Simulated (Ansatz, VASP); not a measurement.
**One calculation of Ru, two programs**

```
Ru
1.0
     2.41787    0.00000    0.00000
     0.00000    2.41787    0.00000
     0.00000    0.00000    2.41787
Ru
1
Direct
  0.00000 0.00000 0.00000
```

Alike in both runs: task relaxation of cell and atoms; functional LDA; k mesh 17 × 17 × 17; occupations fermi-dirac, width 0.1 eV; no spin polarisation.

```csv
,VASP,Ansatz
version,VASP 6.6.1,Ansatz 0.2.0
potentials or method,"VASP PAW LDA potentials, release 64 (Ru_pv)","PAW with Ansatz's default frozen-core files, scalar-relativistic"
plane-wave cutoff (eV),600,420
valence electrons in the cell,14,16
```

Ansatz gave:

```
relaxed volume (Å³/atom)                                     : 14.97
relaxed cell length with the largest relative difference (Å) : 2.464
```

Q: Which values does VASP return?

A: Relaxed volume (Å³/atom): 15.02; relaxed cell length with the largest relative difference (Å): 2.467.

LDA's correlation is that of Perdew and Zunger in VASP and of Perdew and Wang (1992) in Ansatz. VASP's potentials hold 14 valence electrons a cell and Ansatz's 16, so a difference there can come from the potentials and not from the codes.
